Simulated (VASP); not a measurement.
Write the native input for VASP 6.6.1 that does the following.

* Task: single point
* Functional: r2SCAN
* Potentials or basis: VASP PAW PBE potentials, release 64 (Sr_sv, Cl)
* Cutoff: 550 eV
* k mesh: 4 × 4 × 4
* Occupations: gaussian, width 0.01 eV
* Spin: no spin polarisation
* Dipole correction: no
* Further INCAR settings: ALGO = Normal; EDIFF = 1e-06; NBANDS = 19

Crystal: SrCl2.

```
Sr Cl
1.0
     0.00000    3.49765    3.49765
     3.49765    0.00000    3.49765
     3.49765    3.49765    0.00000
Sr Cl
1 2
Direct
  0.00000 0.00000 0.00000
  0.25000 0.25000 0.25000
  0.75000 0.75000 0.75000
```

One way to write it, as run:

POSCAR

```
SrCl2
1.0
    0.0000000000      3.4976509443      3.4976509443
    3.4976509443      0.0000000000      3.4976509443
    3.4976509443      3.4976509443      0.0000000000
Sr Cl
1 2
Direct
    0.0000000000      0.0000000000      0.0000000000
    0.2500000000      0.2500000000      0.2500000000
    0.7500000000      0.7500000000      0.7500000000
```

INCAR.step1

```
PREC = Accurate
ENCUT = 550
ISMEAR = 0
SIGMA = 0.01
LREAL = False
LASPH = True
NELM = 120
NBANDS = 19
GGA = PE
ALGO = Normal
EDIFF = 1E-5
LWAVE = True
LCHARG = False
GGA_COMPAT = False
```

INCAR.step2

```
PREC = Accurate
ENCUT = 550
EDIFF = 1E-6
ISMEAR = 0
SIGMA = 0.01
LREAL = False
LASPH = True
NELM = 120
ALGO = Normal
ISIF = 2
LWAVE = False
LCHARG = False
METAGGA = R2SCAN
LMIXTAU = True
NBANDS = 19
ISTART = 1
GGA_COMPAT = False
```

KPOINTS

```
Automatic mesh
0
Gamma
  4 4 4
```

Potentials or basis: VASP PAW PBE potentials, release 64 (Sr_sv, Cl).

Launch:

```bash
$ cat potpaw_PBE.64/Sr_sv/POTCAR potpaw_PBE.64/Cl/POTCAR > POTCAR
$ cp INCAR.step1 INCAR
$ mpirun -np 1 vasp_std > vasp.out
$ cp INCAR.step2 INCAR
$ mpirun -np 1 vasp_std > vasp.out
```

It gave:

| Quantity | Value |
| --- | --- |
| Pressure | 0.0 GPa |
| Band gap on the k mesh | 5.94 eV (least direct gap 5.99 eV) |

Caveat: the PAW data sets were made with another functional, which shifts forces and pressure a little.

It took 2.2 min on 1 thread of Intel Xeon 8259CL (shared host), peak memory 0.25 GiB.
